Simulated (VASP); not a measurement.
# Tm (Fm-3m) in VASP: further runs

Runs on Tm. Level: PBE. Tasks: single point.

All numbers are computed with VASP 6.6.1; they aren't measurements. Logs are shortened: lines on timing, memory, paths and dates and some standing lists are left out, and cuts for length are marked.

## 1. The cell of the first run

Symmetry: Fm-3m, No. 225, cubic system. Conventional cell: a = 4.941 Å, b = 4.941 Å, c = 4.941 Å, α = 90.00°, β = 90.00°, γ = 90.00°. Tm (site symmetry m-3m) has 12 Tm at 3.49 Å within 4.6 Å.

## 2. Single point, PBE, collinear spin, ferromagnetic start

Contents of INCAR:

```
PREC     = Accurate       # precision mode
ENCUT    = 520            # plane-wave cutoff, eV
EDIFF    = 1E-6           # SCF threshold, eV
ISMEAR   = 0              # smearing method
SIGMA    = 0.05           # smearing width, eV
LREAL    = F              # projectors in reciprocal space
LASPH    = T              # aspherical terms in the spheres
NELM     = 150            # most SCF steps
ALGO     = Normal         # electronic algorithm
ISIF     = 2              # what is computed and relaxed
LWAVE    = F              # write WAVECAR
LCHARG   = F              # write CHGCAR
ISPIN    = 2              # spin polarisation
MAGMOM   = 2              # initial moments
LORBIT   = 11             # projections on sites
LMAXMIX  = 6              # l up to which the mixer works
GGA      = PE             # functional
NBANDS   = 22             # bands
```

Contents of KPOINTS:

```
regular mesh
0
Gamma
  8 8 8
```

Contents of POSCAR:

```
Tm
1.0
    0.0000000000      2.4705477212      2.4705477212
    2.4705477212      0.0000000000      2.4705477212
    2.4705477212      2.4705477212      0.0000000000
Tm
1
Direct
    0.0000000000      0.0000000000      0.0000000000
```

Potentials or basis: VASP PAW PBE potentials, release 64 (Tm).

Command:

```console
> cat potpaw_PBE.64/Tm/POTCAR > POTCAR
> mpirun -np 1 vasp_std > vasp.out
```

OUTCAR:

```text
PREC = Accurate
   ENCUT = 520
   EDIFF = 1E-6
   ISMEAR = 0
   LREAL = F
   LASPH = T
   NELM = 150
   ISIF = 2
   ISPIN = 2
   LORBIT = 11
   GGA = PE

 ion  position               nearest neighbor table
   1  0.000  0.000  0.000-

  LATTYP: Found a face centered cubic cell.
 ALAT       =     4.9410954424

  Lattice vectors:

 A1 = (   0.0000000000,   2.4705477212,   2.4705477212)
 A2 = (   2.4705477212,   0.0000000000,   2.4705477212)
 A3 = (   2.4705477212,   2.4705477212,   0.0000000000)

Analysis of symmetry for initial positions (statically):
=====================================================================
 Subroutine PRICEL returns:
 Original cell was already a primitive cell.

 Routine SETGRP: Setting up the symmetry group for a
 face centered cubic supercell.

 Subroutine GETGRP returns: Found 48 space group operations
 (whereof 48 operations were pure point group operations)
 out of a pool of 48 trial point group operations.

The static configuration has the point symmetry O_h .

Analysis of symmetry for dynamics (positions and initial velocities):
=====================================================================
 Subroutine PRICEL returns:
 Original cell was already a primitive cell.

 Routine SETGRP: Setting up the symmetry group for a
 face centered cubic supercell.

 Subroutine GETGRP returns: Found 48 space group operations
 (whereof 48 operations were pure point group operations)
 out of a pool of 48 trial point group operations.

The dynamic configuration has the point symmetry O_h .

Analysis of structural, dynamic, and magnetic symmetry:
=====================================================================
 Subroutine PRICEL returns:
 Original cell was already a primitive cell.

 Routine SETGRP: Setting up the symmetry group for a
 face centered cubic supercell.

 Subroutine GETGRP returns: Found 48 space group operations
 (whereof 48 operations were pure point group operations)
 out of a pool of 48 trial point group operations.

The overall configuration has the point symmetry O_h .

 Subroutine INISYM returns: Found 48 space group operations
 (whereof 48 operations are pure point group operations),
 and found     1 'primitive' translations

----------------------------------------------------------------------------------------

                                     Primitive cell

  volume of cell :      30.1585

  direct lattice vectors                    reciprocal lattice vectors
     0.000000000  2.470547721  2.470547721    -0.202384271  0.202384271  0.202384271
     2.470547721  0.000000000  2.470547721     0.202384271 -0.202384271  0.202384271
     2.470547721  2.470547721  0.000000000     0.202384271  0.202384271 -0.202384271

  length of vectors
     3.493882094  3.493882094  3.493882094     0.350539840  0.350539840  0.350539840

  position of ions in fractional coordinates (direct lattice)
     0.000000000  0.000000000  0.000000000

  ion indices of the primitive-cell ions
   primitive index   ion index
                 1           1

----------------------------------------------------------------------------------------

 KPOINTS: regular mesh

Automatic generation of k-mesh.
 Grid dimensions read from file:
 generate k-points for:    8    8    8

 Generating k-lattice:

  Cartesian coordinates                     Fractional coordinates (reciprocal lattice)
    -0.025298034  0.025298034  0.025298034     0.125000000  0.000000000  0.000000000
     0.025298034 -0.025298034  0.025298034     0.000000000  0.125000000  0.000000000
     0.025298034  0.025298034 -0.025298034     0.000000000  0.000000000  0.125000000

  Length of vectors
     0.043817480  0.043817480  0.043817480

  Shift w.r.t. Gamma in fractional coordinates (k-lattice)
     0.000000000  0.000000000  0.000000000

 Subroutine IBZKPT returns following result:
 ===========================================

 Found     29 irreducible k-points:

 Following reciprocal coordinates:
            Coordinates               Weight
  0.000000  0.000000  0.000000      1.000000
  0.125000  0.000000  0.000000      8.000000
  0.250000  0.000000  0.000000      8.000000
  0.375000  0.000000  0.000000      8.000000
  0.500000  0.000000  0.000000      4.000000
  0.125000  0.125000  0.000000      6.000000
[... 16 lines left out ...]
  0.500000  0.250000  0.125000     48.000000
 -0.375000  0.250000  0.125000     24.000000
 [... further k-points ...]
   k-points           NKPTS =     29   k-points in BZ     NKDIM =     29   number of bands    NBANDS=     22
   number of dos      NEDOS =    301   number of ions     NIONS =      1
   total plane-waves  NPLWV =  21952
   dimension x,y,z NGX =    28 NGY =   28 NGZ =   28
   dimension x,y,z NGXF=    56 NGYF=   56 NGZF=   56
   ions per type =               1
   NGX,Y,Z   is equivalent  to a cutoff of  13.32, 13.32, 13.32 a.u.
   NGXF,Y,Z  is equivalent  to a cutoff of  26.65, 26.65, 26.65 a.u.
 SYSTEM =  unknown system
   PREC   = accura    normal or accurate (medium, high low for compatibility)
   ISTART =      0    job   : 0-new  1-cont  2-samecut
   ICHARG =      2    charge: 1-file 2-atom 10-const
   ISPIN  =      2    spin polarized calculation?
   LNONCOLLINEAR =      F non collinear calculations
   LSORBIT =      F    spin-orbit coupling
   LASPH  =      T    aspherical Exc in radial PAW
   ENCUT  =  520.0 eV  38.22 Ry    6.18 a.u.   6.50  6.50  6.50*2*pi/ulx,y,z
   NELM   =    150;   NELMIN=  2; NELMDL= -5     # of ELM steps
   EDIFF  = 0.1E-05   stopping-criterion for ELM
   LREAL  =      F    real-space projection
   EDIFFG = 0.1E-04   stopping-criterion for IOM
   NSW    =      0    number of steps for IOM
   IBRION =     -1    ionic relax: 0-MD 1-quasi-New 2-CG
   NFREE  =      0    steps in history (QN), initial steepest desc. (CG)
   ISIF   =      2    stress and relaxation
   ISYM   =      2    0-nonsym 1-usesym 2-fastsym
   POTIM  = 0.5000    time-step for ionic-motion
   TEBEG  =    0.0;   TEEND  =   0.0 temperature during run
   PSTRESS=    0.0 pullay stress
   NELECT =      23.0000    total number of electrons
   NUPDOWN=      -1.0000    fix difference up-down
   EMIN   =  10.00;   EMAX   =-10.00  energy-range for DOS
   EFERMI =   0.00;   METHOD = LEGACY
   ISMEAR =     0;   SIGMA  =   0.05  broadening in eV -4-tet -1-fermi 0-gaus
   EFERMI_NEDOS =   21; number of points for ismear=-14 and -15
   IALGO  =     38    algorithm
   IMIX   =      4    mixing-type and parameters
     AMIX     =   0.40;   BMIX     =  1.00
     AMIX_MAG =   1.60;   BMIX_MAG =  1.00
  volume/ion in A,a.u.               =      30.16       203.52
  Fermi-wavevector in a.u.,A,eV,Ry     =   1.495710  2.826483 30.438271  2.237150
  Thomas-Fermi vector in A             =   2.607820
   LORBIT       =     11    0 simple, 1 ext, 2 COOP (PROOUT), +10 PAW based schemes
   GGA     = PE    functional components
   LHFCALC =     F    Hartree Fock is set to
   AEXX    =    0.0000 exact exchange contribution
   IVDW    =     0    specifies the selected vdW correction
   LEPSILON=     F    determine dielectric tensor
   LRPA    =     F    only Hartree local field effects (RPA)
 spin polarized calculation
 Gauss-broadening in eV      SIGMA  =   0.05
  energy-cutoff  :      520.00
  volume of cell :       30.16
 maximum number of plane-waves:       869
 NGX is ok and might be reduce to    28
   NGX = 13   NGY = 13   NGZ = 13

 number of electron      23.0000007 magnetization       1.0205474

 Free energy of the ion-electron system (eV)
  ---------------------------------------------------
  ext. energy  EPLUGINS =         0.00000000
  ---------------------------------------------------
  free energy    TOTEN  =        -3.96795391 eV

  energy without entropy =       -3.95258342  energy(sigma->0) =       -3.96026866

 E-fermi :   2.2691     XC(G=0): -10.2650

 val. band max:        2.2633674172   @ k =  -0.3750   0.2500   0.0000
 cond. band min:       2.2723723233   @ k =  -0.3750   0.5000   0.1250
 fundamental gap:      0.0090049061
 Fermi energy:         2.2691292510

 spin component 1

 k-point     1 :       0.0000    0.0000    0.0000
  band No.  band energies     occupation
      1     -48.1111      1.00000
      2     -21.0230      1.00000
      3     -21.0230      1.00000
      4     -21.0230      1.00000
      5      -2.9515      1.00000
      6       0.4286      1.00000
[... 14 lines left out ...]
     21      16.0233      0.00000
     22      18.0595      0.00000

 k-point     2 :       0.1250    0.0000    0.0000
  band No.  band energies     occupation
      1     -48.1048      1.00000
      2     -21.1216      1.00000
      3     -21.0353      1.00000
      4     -21.0353      1.00000
      5      -2.5172      1.00000
      6       0.4381      1.00000
[... 14 lines left out ...]
     21      16.9250      0.00000
     22      20.1275      0.00000
[... 523 lines left out ...]
     21      18.2713      0.00000
     22      19.7132      0.00000

 k-point    24 :      -0.3750    0.2500    0.1250
  band No.  band energies     occupation
      1     -48.0610      1.00000
      2     -21.5718      1.00000
      3     -21.2748      1.00000
      4     -21.1598      1.00000
      5       0.5696      1.00000
      6       0.9448      1.00000
[... 14 lines left out ...]
     21      16.6158      0.00000
     22      21.9324      0.00000

 [... further k-points ...]

 spin component 2

 k-point     1 :       0.0000    0.0000    0.0000
  band No.  band energies     occupation
      1     -47.5938      1.00000
      2     -20.6875      1.00000
      3     -20.6874      1.00000
      4     -20.6874      1.00000
      5      -3.1879      1.00000
      6       1.9138      1.00000
[... 14 lines left out ...]
     21      15.9359      0.00000
     22      17.8302      0.00000

 k-point     2 :       0.1250    0.0000    0.0000
  band No.  band energies     occupation
      1     -47.5871      1.00000
      2     -20.7927      1.00000
      3     -20.7005      1.00000
      4     -20.7005      1.00000
      5      -2.7485      1.00000
      6       1.8829      1.00000
[... 14 lines left out ...]
     21      16.8490      0.00000
     22      19.9440      0.00000
[... 523 lines left out ...]
     21      18.1424      0.00000
     22      19.4965      0.00000

 k-point    24 :      -0.3750    0.2500    0.1250
  band No.  band energies     occupation
      1     -47.5404      1.00000
      2     -21.2705      1.00000
      3     -20.9551      1.00000
      4     -20.8322      1.00000
      5       1.2395      1.00000
      6       1.7652      1.00000
[... 14 lines left out ...]
     21      16.4594      0.00000
     22      21.7861      0.00000

 [... further k-points ...]

------------------------ aborting loop because EDIFF is reached ----------------------------------------

  FORCE on cell =-STRESS in cart. coord.  units (eV):
  Direction    XX          YY          ZZ          XY          YZ          ZX
  --------------------------------------------------------------------------------------
  -------------------------------------------------------------------------------------
  Total        0.1391793      0.1391793      0.1391793      0.0000000      0.0000000     -0.0000000
  in kB        7.3939349      7.3939349      7.3939349      0.0000000      0.0000000     -0.0000000
  external PRESSURE =       7.3939349 kB  Pullay stress =       0.0000000 kB

 VOLUME and BASIS-vectors are now :
 -----------------------------------------------------------------------------
  energy-cutoff  :      520.00
  volume of cell :       30.16
      direct lattice vectors                 reciprocal lattice vectors
     0.000000000  2.470547721  2.470547721    -0.202384271  0.202384271  0.202384271
     2.470547721  0.000000000  2.470547721     0.202384271 -0.202384271  0.202384271
     2.470547721  2.470547721  0.000000000     0.202384271  0.202384271 -0.202384271

 POSITION                                       TOTAL-FORCE (eV/Angst)
 -----------------------------------------------------------------------------------
      0.00000      0.00000      0.00000        -0.000000     -0.000000     -0.000000
 -----------------------------------------------------------------------------------
    total drift:                               -0.000000     -0.000000     -0.000000

  FREE ENERGIE OF THE ION-ELECTRON SYSTEM (eV)
  ---------------------------------------------------
  free  energy   TOTEN  =        -3.9679539091 eV

  energy  without entropy=       -3.9525834166  energy(sigma->0) =       -3.96026866

 total charge

# of ion       s       p       d       f       tot
--------------------------------------------------
    1        2.222   5.945   0.411  12.501  21.079

 magnetization (x)

# of ion       s       p       d       f       tot
--------------------------------------------------
    1        0.003  -0.038  -0.086   1.288   1.167
```

Wall time 2.3 min (1 thread of Intel Xeon Platinum 8259CL at 2.50GHz (Skylake/Cascade Lake), shared host); peak memory 0.2 GiB.

Results:

* Free energy: -3.9680 eV
* Pressure: 0.7 GPa
* Band gap on the k mesh: zero (filled and empty bands overlap)
* Net moment: 1.02 μB per cell
* Site moments: Tm +1.17 μB
* Valence electrons inside the program's atomic spheres: Tm 21.08

Caveat: the magnetic or orbital state may not be the lowest; spin-orbit coupling is left out, which moves the levels of the heavy elements.

## 3. Single point, PBE, non-collinear spin, typed start, spin-orbit coupling

This run uses another cell than the first one, of 34.27 Å³/atom, 1.136 times its volume.

Contents of INCAR:

```
SYSTEM = Tm
PREC     = Accurate       ! precision mode
ENCUT    = 520            ! plane-wave cutoff, eV
EDIFF    = 1E-6           ! SCF threshold, eV
ISMEAR   = 0              ! smearing method
SIGMA    = 0.05           ! smearing width, eV
LREAL    = .FALSE.        ! projectors in reciprocal space
LASPH    = .TRUE.         ! aspherical terms in the spheres
NELM     = 150            ! most SCF steps
ALGO     = Normal         ! electronic algorithm
ISIF     = 2              ! what is computed and relaxed
LWAVE    = .FALSE.        ! write WAVECAR
LCHARG   = .TRUE.         ! write CHGCAR
LNONCOLLINEAR= .TRUE.         ! non-collinear magnetism
MAGMOM   = 0 0 0.2        ! initial moments
LORBIT   = 11             ! projections on sites
LSORBIT  = .TRUE.         ! spin-orbit coupling
GGA_COMPAT= .FALSE.      
LORBMOM  = .TRUE.       
LMAXMIX  = 6              ! l up to which the mixer works
GGA      = PE             ! functional
LVHAR    = .TRUE.       
NBANDS   = 34             ! bands
```

Contents of KPOINTS:

```
Automatic mesh
0
G
  14 14 14
  0 0 0
```

Contents of POSCAR:

```
Tm
1.0
    0.0000000000      2.5780250140      2.5780250140
    2.5780250140      0.0000000000      2.5780250140
    2.5780250140      2.5780250140      0.0000000000
Tm
1
Direct
    0.0000000000      0.0000000000      0.0000000000
```

Potentials or basis: VASP PAW PBE potentials, release 64 (Tm).

Command:

```console
> cat potpaw_PBE.64/Tm/POTCAR > POTCAR
> mpirun -np 1 vasp_ncl > vasp.out
```

Wall time 45 min (1 thread of Intel Xeon Platinum 8259CL at 2.50GHz (Skylake/Cascade Lake), shared host); peak memory 0.73 GiB.

The run converged. Its results:

```
Free energy                                           : -5.1944 eV
Pressure                                              : 0.0 GPa
Net moment                                            : 0.91 μB per cell
Valence electrons inside the program's atomic spheres : Tm 21.11
```

Stress tensor (GPa, compression positive):
```
 0.30  0.00  0.00
 0.00  0.30  0.00
 0.00  0.00 -0.46
```

Moments on the atoms (μB; x, y, z):
```
Tm  0.00 0.00 1.02
```

Caveat: the magnetic or orbital state may not be the lowest.

## 4. Single point, PBE, collinear spin, ferromagnetic start

This run uses another cell than the first one, of 34.97 Å³/atom, 1.159 times its volume.

Contents of INCAR:

```
SYSTEM = Tm
PREC     = Accurate       ! precision mode
ENCUT    = 520            ! plane-wave cutoff, eV
EDIFF    = 1E-7           ! SCF threshold, eV
ISMEAR   = 0              ! smearing method
SIGMA    = 0.05           ! smearing width, eV
LREAL    = .FALSE.        ! projectors in reciprocal space
LASPH    = .TRUE.         ! aspherical terms in the spheres
NELM     = 150            ! most SCF steps
ALGO     = Normal         ! electronic algorithm
ISIF     = 2              ! what is computed and relaxed
LWAVE    = .FALSE.        ! write WAVECAR
LCHARG   = .FALSE.        ! write CHGCAR
ISPIN    = 2              ! spin polarisation
MAGMOM   = 1.24           ! initial moments
LORBIT   = 11             ! projections on sites
LMAXMIX  = 6              ! l up to which the mixer works
GGA      = PE             ! functional
NBANDS   = 22             ! bands
```

Contents of KPOINTS:

```
regular mesh
0
G
  8 8 8
  0 0 0
```

Contents of POSCAR:

```
Tm
1.0
    0.0000000000      2.5953987699      2.5953987699
    2.5953987699      0.0000000000      2.5953987699
    2.5953987699      2.5953987699      0.0000000000
Tm
1
Direct
    0.0000000000      0.0000000000      0.0000000000
```

Command:

```console
> cat potpaw_PBE.64/Tm/POTCAR > POTCAR
> mpirun -np 1 vasp_std > vasp.out
```

It took 4.4 min on 1 thread of Intel Xeon Platinum 8259CL at 2.50GHz (Skylake/Cascade Lake), shared host; peak memory 0.21 GiB.

Results (log left out):

```
Free energy                                           : -3.9660 eV
Pressure                                              : -0.3 GPa
Net moment                                            : 1.15 μB per cell
Site moments                                          : Tm +1.18 μB
Valence electrons inside the program's atomic spheres : Tm 21.02
```

Levels at points of the mesh, in eV from the Fermi level:
Spin up:
| k point | band 9 | band 10 | band 11 | band 12 | band 13 | band 14 | band 15 | band 16 |
| --- | --- | --- | --- | --- | --- | --- | --- | --- |
| (0.00, 0.00, 0.00) | -1.18 | -1.03 | -1.03 | -1.03 | 2.59 | 2.59 | 2.59 | 4.79 |
| (0.50, 0.00, 0.00) | -1.12 | -1.06 | -0.96 | -0.96 | 0.43 | 2.40 | 2.40 | 6.37 |
| (0.50, 0.50, 0.00) | -1.03 | -1.02 | -0.97 | -0.97 | -0.20 | 1.83 | 6.41 | 6.82 |
Spin down:
| k point | band 8 | band 9 | band 10 | band 11 | band 12 | band 13 | band 14 | band 15 |
| --- | --- | --- | --- | --- | --- | --- | --- | --- |
| (0.00, 0.00, 0.00) | -0.38 | -0.38 | 0.08 | 0.08 | 0.08 | 2.68 | 2.68 | 2.68 |
| (0.50, 0.00, 0.00) | -0.30 | -0.30 | -0.04 | -0.04 | 0.08 | 0.43 | 2.45 | 2.45 |
| (0.50, 0.50, 0.00) | -0.30 | -0.30 | -0.16 | -0.04 | -0.04 | -0.04 | 1.87 | 6.51 |

Caveat: the magnetic or orbital state may not be the lowest; spin-orbit coupling is left out, which moves the levels of the heavy elements. The state reached can hang on the start; a lower one may exist.

## 5. The runs side by side

```csv
spin,cell,k mesh,gap on the mesh (eV),pressure (GPa),moment (μB)
"collinear, ferromagnetic start","a = 3.494 Å, angles 60.0°, 1 atom",8 × 8 × 8,none,0.7,1.02
"non-collinear, typed start, SOC","a = 3.646 Å, angles 60.0°, 1 atom",14 × 14 × 14,-,0.0,0.91
"collinear, ferromagnetic start","a = 3.670 Å, angles 60.0°, 1 atom",8 × 8 × 8,none,-0.3,1.15
```

Alike in all rows: task single point; level PBE; potentials or basis VASP PAW PBE potentials, release 64 (Tm); cutoff (eV) 520; smearing gaussian 0.05 eV.

Caveats: the magnetic or orbital state may not be the lowest; spin-orbit coupling is left out, which moves the levels of the heavy elements (some runs).

Absolute energies hang on the potentials; compare differences alone.
